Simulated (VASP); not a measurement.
# MgC (Cmcm) in VASP: single point with PBE

Aim: the single point of MgC with PBE.

Everything below comes from runs of VASP 6.6.1. Logs are shortened: lines on timing, memory, paths and dates and some standing lists are left out, and cuts for length are marked.

### 1 The cell of the first run

It takes space group Cmcm (No. 63, orthorhombic). The conventional cell has a = 3.667 Å, b = 8.307 Å, c = 2.726 Å, α = 90.00°, β = 90.00°, γ = 90.00°. Within 3.2 Å of Mg (site symmetry m2m) lie 7 C at 2.41 to 2.49 Å and 8 Mg at 2.73 to 2.87 Å. Within 2.2 Å of C (site symmetry m2m) lie 2 C at 1.64 Å.

### 2 Single point, PBE

INCAR

```
PREC = Accurate
ENCUT = 840
EDIFF = 1E-6
ISMEAR = 0
SIGMA = 0.1
LREAL = F
LASPH = T
NELM = 120
ALGO = Normal
ISIF = 2
LWAVE = F
LCHARG = F
GGA = PE
NBANDS = 22
GGA_COMPAT = F
```

KPOINTS

```
regular mesh
0
Gamma
  6 6 6
```

POSCAR

```
MgC
1.0
    1.8336655765     -4.1536064275      0.0000000000
    1.8336655765      4.1536064275      0.0000000000
    0.0000000000      0.0000000000      2.7260418644
Mg C
2 2
Direct
    0.8544583266      0.1455416734      0.2500000000
    0.1455416734      0.8544583266      0.7500000000
    0.5544448824      0.4455551176      0.2500000000
    0.4455551176      0.5544448824      0.7500000000
```

Potentials or basis: VASP PAW PBE potentials, release 64 (Mg_sv, C).

Started as:

```bash
$ cat potpaw_PBE.64/Mg_sv/POTCAR potpaw_PBE.64/C/POTCAR > POTCAR
$ mpirun -np 1 vasp_std > vasp.out
```

OUTCAR:

```text
PREC = Accurate
   ENCUT = 840
   EDIFF = 1E-6
   ISMEAR = 0
   LREAL = F
   LASPH = T
   NELM = 120
   ISIF = 2
   GGA = PE

 ion  position               nearest neighbor table
   1  0.854  0.146  0.250-
   2  0.146  0.854  0.750-
   3  0.554  0.446  0.250-   4 1.64   4 1.64
   4  0.446  0.554  0.750-   3 1.64   3 1.64

  LATTYP: Found a base centered orthorhombic cell.
 ALAT       =     3.6673311530
 B/A-ratio  =     2.2651929996
 C/A-ratio  =     0.7433312539

  Lattice vectors:

 A1 = (   1.8336655765,  -4.1536064275,   0.0000000000)
 A2 = (   1.8336655765,   4.1536064275,   0.0000000000)
 A3 = (   0.0000000000,   0.0000000000,   2.7260418644)

Analysis of symmetry for initial positions (statically):
=====================================================================
 Subroutine PRICEL returns:
 Original cell was already a primitive cell.

 Routine SETGRP: Setting up the symmetry group for a
 base centered orthorhombic supercell.

 Subroutine GETGRP returns: Found  8 space group operations
 (whereof  4 operations were pure point group operations)
 out of a pool of  8 trial point group operations.

The static configuration has the point symmetry C_2h.
 The point group associated with its full space group is D_2h.

Analysis of symmetry for dynamics (positions and initial velocities):
=====================================================================
 Subroutine PRICEL returns:
 Original cell was already a primitive cell.

 Routine SETGRP: Setting up the symmetry group for a
 base centered orthorhombic supercell.

 Subroutine GETGRP returns: Found  8 space group operations
 (whereof  4 operations were pure point group operations)
 out of a pool of  8 trial point group operations.

The dynamic configuration has the point symmetry C_2h.
 The point group associated with its full space group is D_2h.

 Subroutine INISYM returns: Found  8 space group operations
 (whereof  4 operations are pure point group operations),
 and found     1 'primitive' translations

----------------------------------------------------------------------------------------

[... 79 lines left out ...]
   number of dos      NEDOS =    301   number of ions     NIONS =      4
   total plane-waves  NPLWV =  64512
   dimension x,y,z NGX =    48 NGY =   48 NGZ =   28
   dimension x,y,z NGXF=    96 NGYF=   96 NGZF=   56
   ions per type =               2   2
   NGX,Y,Z   is equivalent  to a cutoff of  17.58, 17.58, 17.08 a.u.
   NGXF,Y,Z  is equivalent  to a cutoff of  35.15, 35.15, 34.15 a.u.
 SYSTEM =  unknown system
   PREC   = accura    normal or accurate (medium, high low for compatibility)
   ISTART =      0    job   : 0-new  1-cont  2-samecut
   ICHARG =      2    charge: 1-file 2-atom 10-const
   ISPIN  =      1    spin polarized calculation?
   LNONCOLLINEAR =      F non collinear calculations
   LSORBIT =      F    spin-orbit coupling
   LASPH  =      T    aspherical Exc in radial PAW
   ENCUT  =  840.0 eV  61.74 Ry    7.86 a.u.  10.73 10.73  6.44*2*pi/ulx,y,z
   NELM   =    120;   NELMIN=  2; NELMDL= -5     # of ELM steps
   EDIFF  = 0.1E-05   stopping-criterion for ELM
   LREAL  =      F    real-space projection
[... 7 lines left out ...]
   TEBEG  =    0.0;   TEEND  =   0.0 temperature during run
   PSTRESS=    0.0 pullay stress
   NELECT =      28.0000    total number of electrons
   NUPDOWN=      -1.0000    fix difference up-down
   EMIN   =  10.00;   EMAX   =-10.00  energy-range for DOS
   EFERMI =   0.00;   METHOD = LEGACY
   ISMEAR =     0;   SIGMA  =   0.10  broadening in eV -4-tet -1-fermi 0-gaus
   EFERMI_NEDOS =   21; number of points for ismear=-14 and -15
   IALGO  =     38    algorithm
   IMIX   =      4    mixing-type and parameters
     AMIX     =   0.40;   BMIX     =  1.00
     AMIX_MAG =   1.60;   BMIX_MAG =  1.00
  volume/ion in A,a.u.               =      10.38        70.06
  Fermi-wavevector in a.u.,A,eV,Ry     =   1.435572  2.712837 28.039780  2.060866
  Thomas-Fermi vector in A             =   2.554855
   LORBIT       =      0    0 simple, 1 ext, 2 COOP (PROOUT), +10 PAW based schemes
   GGA     = PE    functional components
   LHFCALC =     F    Hartree Fock is set to
   AEXX    =    0.0000 exact exchange contribution
   IVDW    =     0    specifies the selected vdW correction
   LEPSILON=     F    determine dielectric tensor
   LRPA    =     F    only Hartree local field effects (RPA)
 non-spin polarized calculation
 Gauss-broadening in eV      SIGMA  =   0.10
  energy-cutoff  :      840.00
  volume of cell :       41.52
 maximum number of plane-waves:      2323
 NGX is ok and might be reduce to    48
   NGX = 21   NGY = 21   NGZ = 13

 number of electron      27.9999992 magnetization

 Free energy of the ion-electron system (eV)
  ---------------------------------------------------
  ext. energy  EPLUGINS =         0.00000000
  ---------------------------------------------------
  free energy    TOTEN  =       -18.75857963 eV

  energy without entropy =      -18.75554649  energy(sigma->0) =      -18.75706306

 E-fermi :   7.0637     XC(G=0): -11.1738

 val. band max:        7.0153526490   @ k =   0.5000   0.3333   0.0000
 cond. band min:       7.2629510104   @ k =   0.0000   0.0000   0.1667
 fundamental gap:      0.2475983614
 Fermi energy:         7.0637251031

 k-point     1 :       0.0000    0.0000    0.0000
  band No.  band energies     occupation
      1     -69.6532      2.00000
      2     -69.6373      2.00000
      3     -36.4732      2.00000
      4     -36.4183      2.00000
      5     -36.3888      2.00000
      6     -36.3820      2.00000
[... 589 lines left out ...]
     21      16.7919      0.00000
     22      17.3336      0.00000

 [... further k-points ...]
[... 5 lines left out ...]
  --------------------------------------------------------------------------------------
  -------------------------------------------------------------------------------------
  Total        0.0180710     -0.1282279     -0.1034474      0.0000000     -0.0000000      0.0000000
  in kB        0.6972446     -4.9474929     -3.9913735      0.0000000     -0.0000000      0.0000000
  external PRESSURE =      -2.7472073 kB  Pullay stress =       0.0000000 kB

 VOLUME and BASIS-vectors are now :
 -----------------------------------------------------------------------------
  energy-cutoff  :      840.00
  volume of cell :       41.52
      direct lattice vectors                 reciprocal lattice vectors
     1.833665577 -4.153606427  0.000000000     0.272677857 -0.120377318  0.000000000
     1.833665577  4.153606427  0.000000000     0.272677857  0.120377318  0.000000000
     0.000000000  0.000000000  2.726041864     0.000000000  0.000000000  0.366832224

 POSITION                                       TOTAL-FORCE (eV/Angst)
 -----------------------------------------------------------------------------------
      1.83367     -2.94456      0.68151         0.000000      0.002696      0.000000
      1.83367      2.94456      2.04453         0.000000     -0.002696     -0.000000
      1.83367     -0.45229      0.68151         0.000000     -0.004824     -0.000000
      1.83367      0.45229      2.04453         0.000000      0.004824     -0.000000
 -----------------------------------------------------------------------------------
    total drift:                                0.000000     -0.000000      0.000000

  FREE ENERGIE OF THE ION-ELECTRON SYSTEM (eV)
  ---------------------------------------------------
  free  energy   TOTEN  =       -18.7585796344 eV

  energy  without entropy=      -18.7555464914  energy(sigma->0) =      -18.75706306
```

OSZICAR:

```text
N       E                     dE             d eps       ncg     rms          rms(c)
DAV:   1     0.343744597562E+03    0.34374E+03   -0.23138E+04  2288   0.202E+03
DAV:   2     0.117494745275E+02   -0.33200E+03   -0.32238E+03  2552   0.547E+02
DAV:   3    -0.182322644677E+02   -0.29982E+02   -0.29596E+02  3996   0.119E+02
DAV:   4    -0.206036577200E+02   -0.23714E+01   -0.23585E+01  2740   0.336E+01
DAV:   5    -0.207332580184E+02   -0.12960E+00   -0.12959E+00  3164   0.547E+00    0.882E+00
DAV:   6    -0.188059783799E+02    0.19273E+01   -0.62969E+00  2674   0.101E+01    0.306E+00
DAV:   7    -0.187793516027E+02    0.26627E-01   -0.30491E-01  3094   0.305E+00    0.175E+00
DAV:   8    -0.187591198851E+02    0.20232E-01   -0.40215E-02  2728   0.156E+00    0.214E-01
DAV:   9    -0.187585043018E+02    0.61558E-03   -0.42587E-03  2962   0.427E-01    0.124E-01
DAV:  10    -0.187585793697E+02   -0.75068E-04   -0.33092E-04  3208   0.127E-01    0.163E-02
DAV:  11    -0.187585799016E+02   -0.53193E-06   -0.17551E-05  3054   0.306E-02    0.712E-03
DAV:  12    -0.187585796344E+02    0.26720E-06   -0.19808E-06  2238   0.107E-02
   1 F= -.18758580E+02 E0= -.18757063E+02  d E =-.303314E-02
```

Run time: 62 s. Hardware: 1 thread of Intel Xeon Platinum 8375C at 2.90GHz (Ice Lake), shared host; peak memory 0.28 GiB.

What came out:

```yaml
Free_energy: -18.7586 eV
Pressure: -0.3 GPa
Largest_force: 0.005 eV/Å
Band_gap_on_the_k_mesh: zero (bands 14 and 15 overlap by 0.07 eV)
```

Forces in eV/Å, atoms in the order of the input:
```
Mg   0.000  0.003  0.000
Mg   0.000 -0.003  0.000
C    0.000 -0.005  0.000
C    0.000  0.005  0.000
```

Caveat: the k points lie up to 0.38 Å⁻¹ apart.

The gap in the log of VASP goes by the Fermi energy; the results here count the filled bands.